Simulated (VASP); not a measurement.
# Cd (P6/mmm) in VASP: a series of runs

Runs on Cd. Level: PBE. Tasks: relaxation of cell and atoms.

All numbers are computed with VASP 6.6.1; they aren't measurements. Logs are shortened: lines on timing, memory, paths and dates and some standing lists are left out, and cuts for length are marked.

### Step 1. The cell of the first run

Symmetry: P6/mmm, No. 191, hexagonal system. Conventional cell: a = 2.694 Å, b = 2.694 Å, c = 2.532 Å, α = 90.00°, β = 90.00°, γ = 120.00°. Cd (site symmetry 6/mmm) has 8 Cd at 2.53 to 2.69 Å within 3.3 Å.

### Step 2. Relaxation of cell and atoms, PBE, target pressure 48 GPa, at which the enthalpy is minimised

The input, INCAR:

```
  PREC = Accurate
  ENCUT = 600
  EDIFF = 1E-6
  ISMEAR = -1
  SIGMA = 0.1
  LREAL = False
  LASPH = True
  NELM = 60
  ALGO = Normal
  ISIF = 3
  LWAVE = False
  LCHARG = False
  GGA = PE
  IBRION = 2
  NSW = 60
  EDIFFG = -0.005
  PSTRESS = 480.0
```

The input, KPOINTS:

```
Automatic mesh
0
Gamma
  16 16 15
```

The input, POSCAR:

```
Cd
1.0
    2.6936727777      0.0000000000      0.0000000000
   -1.3468363889      2.3327890550      0.0000000000
    0.0000000000      0.0000000000      2.5320524111
Cd
1
Direct
    0.0000000000      0.0000000000      0.0000000000
```

Potentials or basis: VASP PAW PBE potentials, release 64 (Cd).

Run with:

```console
$ cat potpaw_PBE.64/Cd/POTCAR > POTCAR
$ mpirun -np 1 vasp_std > vasp.out
```

OUTCAR:

```text
PREC = Accurate
   ENCUT = 600
   EDIFF = 1E-6
   ISMEAR = -1
   LREAL = False
   LASPH = True
   NELM = 60
   ISIF = 3
   GGA = PE
   IBRION = 2
   NSW = 60
   EDIFFG = -0.005
   PSTRESS = 480.0

 ion  position               nearest neighbor table
   1  0.000  0.000  0.000-

  LATTYP: Found a hexagonal cell.
 ALAT       =     2.6936727777
 C/A-ratio  =     0.9400000000

  Lattice vectors:

 A1 = (   2.6936727777,   0.0000000000,   0.0000000000)
 A2 = (  -1.3468363889,   2.3327890550,   0.0000000000)
 A3 = (   0.0000000000,   0.0000000000,   2.5320524111)

Analysis of symmetry for initial positions (statically):
=====================================================================
 Subroutine PRICEL returns:
 Original cell was already a primitive cell.

 Routine SETGRP: Setting up the symmetry group for a
 hexagonal supercell.

 Subroutine GETGRP returns: Found 24 space group operations
 (whereof 24 operations were pure point group operations)
 out of a pool of 24 trial point group operations.

The static configuration has the point symmetry D_6h.

Analysis of symmetry for dynamics (positions and initial velocities):
=====================================================================
 Subroutine PRICEL returns:
 Original cell was already a primitive cell.

 Routine SETGRP: Setting up the symmetry group for a
 hexagonal supercell.

 Subroutine GETGRP returns: Found 24 space group operations
 (whereof 24 operations were pure point group operations)
 out of a pool of 24 trial point group operations.

The dynamic configuration has the point symmetry D_6h.

 Subroutine INISYM returns: Found 24 space group operations
 (whereof 24 operations are pure point group operations),
 and found     1 'primitive' translations

----------------------------------------------------------------------------------------

                                     Primitive cell

  volume of cell :      15.9108

  direct lattice vectors                    reciprocal lattice vectors
     2.693672778  0.000000000  0.000000000     0.371240341  0.214335711  0.000000000
    -1.346836389  2.332789055  0.000000000     0.000000000  0.428671421  0.000000000
     0.000000000  0.000000000  2.532052411     0.000000000  0.000000000  0.394936533

  length of vectors
     2.693672778  2.693672778  2.532052411     0.428671421  0.428671421  0.394936533

  position of ions in fractional coordinates (direct lattice)
     0.000000000  0.000000000  0.000000000

  ion indices of the primitive-cell ions
   primitive index   ion index
                 1           1

----------------------------------------------------------------------------------------

 KPOINTS: Automatic mesh

Automatic generation of k-mesh.
 Grid dimensions read from file:
 generate k-points for:   16   16   15

 Generating k-lattice:

  Cartesian coordinates                     Fractional coordinates (reciprocal lattice)
     0.023202521  0.013395982  0.000000000     0.062500000 -0.000000000  0.000000000
     0.000000000  0.026791964  0.000000000     0.000000000  0.062500000  0.000000000
     0.000000000  0.000000000  0.026329102     0.000000000  0.000000000  0.066666667

  Length of vectors
     0.026791964  0.026791964  0.026329102

  Shift w.r.t. Gamma in fractional coordinates (k-lattice)
     0.000000000  0.000000000  0.000000000

 Subroutine IBZKPT returns following result:
 ===========================================

 Found    240 irreducible k-points:

 Following reciprocal coordinates:
            Coordinates               Weight
  0.000000  0.000000  0.000000      1.000000
  0.062500 -0.000000  0.000000      6.000000
  0.125000 -0.000000  0.000000      6.000000
  0.187500 -0.000000  0.000000      6.000000
  0.250000 -0.000000  0.000000      6.000000
  0.312500  0.000000  0.000000      6.000000
[... 16 lines left out ...]
  0.187500  0.187500  0.000000      6.000000
  0.250000  0.187500  0.000000     12.000000
 [... further k-points ...]
   k-points           NKPTS =    240   k-points in BZ     NKDIM =    240   number of bands    NBANDS=     10
   number of dos      NEDOS =    301   number of ions     NIONS =      1
   total plane-waves  NPLWV =  11520
   dimension x,y,z NGX =    24 NGY =   24 NGZ =   20
   dimension x,y,z NGXF=    48 NGYF=   48 NGZF=   40
   ions per type =               1
   NGX,Y,Z   is equivalent  to a cutoff of  14.81, 14.81, 13.13 a.u.
   NGXF,Y,Z  is equivalent  to a cutoff of  29.62, 29.62, 26.26 a.u.
 SYSTEM =  unknown system
   PREC   = accura    normal or accurate (medium, high low for compatibility)
   ISTART =      0    job   : 0-new  1-cont  2-samecut
   ICHARG =      2    charge: 1-file 2-atom 10-const
   ISPIN  =      1    spin polarized calculation?
   LNONCOLLINEAR =      F non collinear calculations
   LSORBIT =      F    spin-orbit coupling
   LASPH  =      T    aspherical Exc in radial PAW
   ENCUT  =  600.0 eV  44.10 Ry    6.64 a.u.   5.38  5.38  5.06*2*pi/ulx,y,z
   NELM   =     60;   NELMIN=  2; NELMDL= -5     # of ELM steps
   EDIFF  = 0.1E-05   stopping-criterion for ELM
   LREAL  =      F    real-space projection
   EDIFFG = -.5E-02   stopping-criterion for IOM
   NSW    =     60    number of steps for IOM
   IBRION =      2    ionic relax: 0-MD 1-quasi-New 2-CG
   NFREE  =      1    steps in history (QN), initial steepest desc. (CG)
   ISIF   =      3    stress and relaxation
   ISYM   =      2    0-nonsym 1-usesym 2-fastsym
   POTIM  = 0.5000    time-step for ionic-motion
   TEBEG  =    0.0;   TEEND  =   0.0 temperature during run
   PSTRESS=  480.0 pullay stress
   NELECT =      12.0000    total number of electrons
   NUPDOWN=      -1.0000    fix difference up-down
   EMIN   =  10.00;   EMAX   =-10.00  energy-range for DOS
   EFERMI =   0.00;   METHOD = LEGACY
   ISMEAR =    -1;   SIGMA  =   0.10  broadening in eV -4-tet -1-fermi 0-gaus
   EFERMI_NEDOS =   21; number of points for ismear=-14 and -15
   IALGO  =     38    algorithm
   IMIX   =      4    mixing-type and parameters
     AMIX     =   0.40;   BMIX     =  1.00
     AMIX_MAG =   1.60;   BMIX_MAG =  1.00
  volume/ion in A,a.u.               =      15.91       107.37
  Fermi-wavevector in a.u.,A,eV,Ry     =   1.490176  2.816024 30.213433  2.220625
  Thomas-Fermi vector in A             =   2.602991
   LORBIT       =      0    0 simple, 1 ext, 2 COOP (PROOUT), +10 PAW based schemes
   GGA     = PE    functional components
   LHFCALC =     F    Hartree Fock is set to
   AEXX    =    0.0000 exact exchange contribution
   IVDW    =     0    specifies the selected vdW correction
   LEPSILON=     F    determine dielectric tensor
   LRPA    =     F    only Hartree local field effects (RPA)
 conjugate gradient relaxation of ions
 non-spin polarized calculation
  energy-cutoff  :      600.00
  volume of cell :       15.91
 maximum number of plane-waves:       550
 NGX is ok and might be reduce to    24
   NGX = 11   NGY = 11   NGZ = 11

--------------------------------------- Ionic step        1  -------------------------------------------

 number of electron      11.9999997 magnetization

 Free energy of the ion-electron system (eV)
  ---------------------------------------------------
  ext. energy  EPLUGINS =         0.00000000
  ---------------------------------------------------
  free energy    TOTEN  =         0.42212459 eV

  energy without entropy =        0.43370533  energy(sigma->0) =        0.42791496

------------------------ aborting loop because EDIFF is reached ----------------------------------------

  FORCE on cell =-STRESS in cart. coord.  units (eV):
  Direction    XX          YY          ZZ          XY          YZ          ZX
  --------------------------------------------------------------------------------------
  -------------------------------------------------------------------------------------
  Total        5.3224525      5.3224525      7.2648203     -0.0000000     -0.0000000      0.0000000
  in kB      535.9562957    535.9562958    731.5473844     -0.0000000     -0.0000000      0.0000000
  external PRESSURE =     121.1533253 kB  Pullay stress =     480.0000000 kB
[... 90 lines left out ...]
  FREE ENERGIE OF THE ION-ELECTRON SYSTEM (eV)
  ---------------------------------------------------
  free  energy   TOTEN  =         0.0862030157 eV

  energy  without entropy=        0.0974422047  energy(sigma->0) =        0.09182261

  enthalpy is  TOTEN    =         5.1387809476 eV   P V=        5.0525779319

[... ionic steps 4 to 14 ...]

--------------------------------------- Ionic step       15  -------------------------------------------

 number of electron      12.0000005 magnetization

------------------------ aborting loop because EDIFF is reached ----------------------------------------

  FORCE on cell =-STRESS in cart. coord.  units (eV):
  Direction    XX          YY          ZZ          XY          YZ          ZX
  --------------------------------------------------------------------------------------
  -------------------------------------------------------------------------------------
  Total        4.9921579      4.9921579      4.9904890     -0.0000000      0.0000000      0.0000000
  in kB      481.6154056    481.6154056    481.4544028     -0.0000000      0.0000000      0.0000000
  external PRESSURE =       1.5617380 kB  Pullay stress =     480.0000000 kB
[... 59 lines left out ...]
  enthalpy is  TOTEN    =         5.1294575813 eV   P V=        4.9782718091

--------------------------------------- Ionic step       17  -------------------------------------------

 number of electron      12.0000005 magnetization

 Free energy of the ion-electron system (eV)
  ---------------------------------------------------
  ext. energy  EPLUGINS =         0.00000000
  ---------------------------------------------------
  free energy    TOTEN  =         0.15099133 eV

  energy without entropy =        0.16190620  energy(sigma->0) =        0.15644876

 E-fermi :   5.3578     XC(G=0): -12.4532

 val. band max:        5.3355055055   @ k =   0.4375   0.0625   0.1333
 cond. band min:       5.3642504527   @ k =   0.4375  -0.0000   0.4667
 fundamental gap:      0.0287449472
 Fermi energy:         5.3578465019

 k-point     1 :       0.0000    0.0000    0.0000
  band No.  band energies     occupation
      1      -6.5893      2.00000
      2      -5.8539      2.00000
      3      -5.1219      2.00000
      4      -5.1219      2.00000
      5      -3.5290      2.00000
      6      -3.5290      2.00000
      7      15.9242      0.00000
      8      20.7688      0.00000
      9      21.5331      0.00000
     10      23.4744      0.00000
[... 287 lines left out ...]
 k-point    24 :       0.2500    0.1875    0.0000
  band No.  band energies     occupation
      1      -5.8546      2.00000
      2      -5.6500      2.00000
      3      -4.4262      2.00000
      4      -4.3778      2.00000
      5      -3.8707      2.00000
      6      -0.2865      2.00000
      7       9.8153      0.00000
      8      11.6470      0.00000
      9      21.7852      0.00000
     10      22.1056      0.00000

 [... further k-points ...]
[... 5 lines left out ...]
  --------------------------------------------------------------------------------------
  -------------------------------------------------------------------------------------
  Total        4.9831513      4.9831513      4.9807634     -0.0000000     -0.0000000      0.0000000
  in kB      480.4517961    480.4517961    480.2215665     -0.0000000     -0.0000000      0.0000000
  external PRESSURE =       0.3750529 kB  Pullay stress =     480.0000000 kB
[... 16 lines left out ...]
  FREE ENERGIE OF THE ION-ELECTRON SYSTEM (eV)
  ---------------------------------------------------
  free  energy   TOTEN  =         0.1509913308 eV

  energy  without entropy=        0.1619061975  energy(sigma->0) =        0.15644876

  enthalpy is  TOTEN    =         5.1294567319 eV   P V=        4.9784654011

 reached required accuracy - stopping structural energy minimisation
```

It took 87 s on 1 thread of Intel Xeon 6975P-C (Granite Rapids), shared host; peak memory 0.18 GiB.

Results:

| Item | Value |
| --- | --- |
| Free energy | 0.1510 eV |
| Relaxed volume | 16.62 Å³/atom |
| Relaxed cell | a = 2.683 Å, b = 2.683 Å, c = 2.665 Å, α = 90.00°, β = 90.00°, γ = 120.00° |
| Space group after relaxing (to 0.05 Å) | P6/mmm (No. 191) |
| Energy change on relaxing (the enthalpy is what falls) | -271.1 meV/atom |
| Ionic steps | 17 |
| Pressure after relaxing | 48.0 GPa |
| Band gap on the k mesh | zero (band 6 reaches 8.81 eV, above the bottom of band 7 at 2.47 eV) |

Step by step:
```
step  energy change (eV)  largest force (eV/Å)  pressure (GPa)  volume (Å³)
   1              0.0000                0.0000           60.12        15.91
   2             -0.7403                0.0000           24.47        18.80
   3             -0.3359                0.0000           44.39        16.86
   4             -0.3213                0.0000           45.13        16.82
   5             -0.2155                0.0000           50.91        16.45
   6             -0.2669                0.0000           48.24        16.60
   7             -0.2682                0.0000           48.17        16.61
   8             -0.2784                0.0000           47.65        16.64
   9             -0.2727                0.0000           47.95        16.62
  10             -0.2731                0.0000           47.96        16.62
  11             -0.2757                0.0000           47.79        16.63
  12             -0.2736                0.0000           47.89        16.63
  13             -0.2733                0.0000           47.88        16.62
  14             -0.2731                0.0000           47.90        16.62
  15             -0.2681                0.0000           48.16        16.61
  16             -0.2709                0.0000           48.03        16.62
  17             -0.2711                0.0000           48.04        16.62
```

Final structure:
```
CELL_PARAMETERS angstrom
2.68306 0.00000 0.00000
-1.34153 2.32360 0.00000
0.00000 0.00000 2.66547
ATOMIC_POSITIONS crystal
Cd 0.00000 0.00000 0.00000
```

Levels at points of the mesh, in eV from the Fermi level:
| k point | band 2 | band 3 | band 4 | band 5 | band 6 | band 7 | band 8 | band 9 | band 10 |
| --- | --- | --- | --- | --- | --- | --- | --- | --- | --- |
| (0.00, 0.00, 0.00) | -11.21 | -10.48 | -10.48 | -8.89 | -8.89 | 10.57 | 15.41 | 16.18 | 18.12 |
| (0.50, 0.00, 0.00) | -10.94 | -9.97 | -9.12 | -8.54 | -3.67 | -0.65 | 10.31 | 15.91 | 16.50 |

Caveat: the cell is relaxed towards a set pressure, so the enthalpy falls and the energy may rise.

### Step 3. Relaxation of cell and atoms, PBE, target pressure 48 GPa, at which the enthalpy is minimised

This run uses another cell than the first one, of 16.52 Å³/atom, 1.038 times its volume.

The input, INCAR:

```
PREC = Accurate
ENCUT = 600
EDIFF = 1E-6
ISMEAR = -1
SIGMA = 0.1
LREAL = False
LASPH = True
NELM = 80
ALGO = Normal
ISIF = 3
LWAVE = False
LCHARG = False
GGA = PE
IBRION = 2
NSW = 32
EDIFFG = -0.005
PSTRESS = 480.0
```

KPOINTS is that of step 2.

The input, POSCAR:

```
Cd
1.0
    2.6771511753      0.0000000000      0.0000000000
   -1.3385755877      2.3184809276      0.0000000000
    0.0000000000      0.0000000000      2.6612540021
Cd
1
Direct
    0.0000000000      0.0000000000      0.0000000000
```

Potentials or basis: VASP PAW PBE potentials, release 64 (Cd).

Run with:

```console
$ cat potpaw_PBE.64/Cd/POTCAR > POTCAR
$ mpirun -np 1 vasp_std > vasp.out
```

It took 33 s on 1 thread of Intel Xeon 6975P-C (Granite Rapids), shared host; peak memory 0.18 GiB.

The run converged. Its results:

```yaml
Free_energy: 0.1509 eV
Relaxed_volume: 16.62 Å³/atom
Relaxed_cell: a = 2.683 Å, b = 2.683 Å, c = 2.665 Å, α = 90.00°, β = 90.00°, γ = 120.00°
Space_group_after_relaxing_to_0.05_Å: P6/mmm (No. 191)
Energy_change_on_relaxing_the_enthalpy_is_what_falls: -29.8 meV/atom
Ionic_steps: 6
Pressure_after_relaxing: 48.0 GPa
Band_gap_on_the_k_mesh: zero (band 6 reaches 8.81 eV, above the bottom of band 7 at 2.48 eV)
```

The path:
| step | energy change (eV) | largest force (eV/Å) | pressure (GPa) | volume (Å³) |
| --- | --- | --- | --- | --- |
| 1 | 0.0000 | 0.0000 | 49.50 | 16.52 |
| 2 | -0.1086 | 0.0000 | 44.09 | 16.89 |
| 3 | -0.0304 | 0.0000 | 48.01 | 16.62 |
| 4 | -0.0310 | 0.0000 | 47.96 | 16.62 |
| 5 | -0.0286 | 0.0000 | 48.08 | 16.61 |
| 6 | -0.0298 | 0.0000 | 48.04 | 16.62 |

Final structure:
```cif
data_structure
_symmetry_space_group_name_H-M 'P 1'
_symmetry_Int_Tables_number 1
_cell_length_a 2.6830
_cell_length_b 2.6830
_cell_length_c 2.6653
_cell_angle_alpha 90.000
_cell_angle_beta 90.000
_cell_angle_gamma 120.000
_cell_volume 16.62
loop_
_atom_site_label
_atom_site_type_symbol
_atom_site_fract_x
_atom_site_fract_y
_atom_site_fract_z
_atom_site_occupancy
Cd1 Cd 0.00000 0.00000 0.00000 1
```

Levels at points of the mesh, in eV from the Fermi level:
```csv
k point,band 4,band 5,band 6,band 7,band 8,band 9
"(0.00, 0.00, 0.00)",-10.48,-8.89,-8.89,10.57,15.41,16.18
"(0.50, 0.00, 0.00)",-9.12,-8.54,-3.67,-0.65,10.31,15.91
```

Caveat: the cell is relaxed towards a set pressure, so the enthalpy falls and the energy may rise.
